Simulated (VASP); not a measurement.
Zr3S2: single point with PBE

Crystal: Zr3S2.

```
Zr S
1.0
     2.89460    1.67097    3.48201
    -2.89461    1.67103    3.48196
     0.00005   -3.34228    3.48217
Zr S
3 2
Cartesian
  -1.9574 -0.0001 5.2231
  0.9787 -1.6953 5.2231
  0.9787 1.6950 5.2231
  0.0000 -0.0001 3.4982
  0.0000 -0.0002 6.9479
```

This cell differs from its parent crystal: all atoms moved at random, sigma 0.4 Å a component, cell strained at random, sigma 0.01, then relaxed in part.

- Program: VASP 6.6.1
- Task: single point
- Functional: PBE
- Potentials or basis: VASP PAW PBE potentials, release 64 (Zr_sv, S)
- Cutoff: 520 eV
- k mesh: 6 × 6 × 6
- Occupations: gaussian, width 0.15 eV
- Spin: no spin polarisation
- Dipole correction: no
- Further INCAR settings: ALGO = Normal; EDIFF = 1e-07; NBANDS = 32

```yaml
Pressure: 0.0 GPa
Band_gap_on_the_k_mesh: zero (band 24 reaches 9.08 eV, above the bottom of band 25 at 8.83 eV)
```

Forces in eV/Å, atoms in the order of the input:
```
Zr  -0.002  0.000  0.000
Zr   0.001 -0.002  0.000
Zr   0.001  0.002  0.000
S    0.000  0.000  0.002
S    0.000  0.000 -0.002
```

Levels at points of the mesh, in eV from the Fermi level:
```tsv
k point	band 21	band 22	band 23	band 24	band 25	band 26	band 27	band 28
(0.00, 0.00, 0.00)	-2.61	-1.83	0.10	0.10	0.70	0.70	2.01	2.77
(0.50, 0.00, 0.00)	-1.20	-1.13	-0.86	-0.67	-0.13	1.02	1.77	1.81
(0.00, 0.50, 0.00)	-1.20	-1.13	-0.86	-0.67	-0.12	1.02	1.77	1.81
(0.50, 0.50, 0.00)	-1.88	-1.22	-0.83	-0.28	-0.04	0.92	1.91	2.02
(0.00, 0.00, 0.50)	-1.20	-1.13	-0.86	-0.67	-0.13	1.02	1.77	1.81
(0.50, 0.00, 0.50)	-1.88	-1.22	-0.83	-0.28	-0.04	0.92	1.91	2.02
(0.00, 0.50, 0.50)	-1.88	-1.22	-0.83	-0.28	-0.04	0.92	1.91	2.02
(0.50, 0.50, 0.50)	-0.79	-0.39	-0.18	-0.18	0.33	0.33	1.08	1.08
```

It took 7.7 min on 1 thread of Intel Xeon 6975P-C, with other jobs on the host, peak memory 0.4 GiB.

Caveat: the cell differs from its parent crystal (all atoms moved at random, sigma 0.4 Å a component, cell strained at random, sigma 0.01, then relaxed in part).
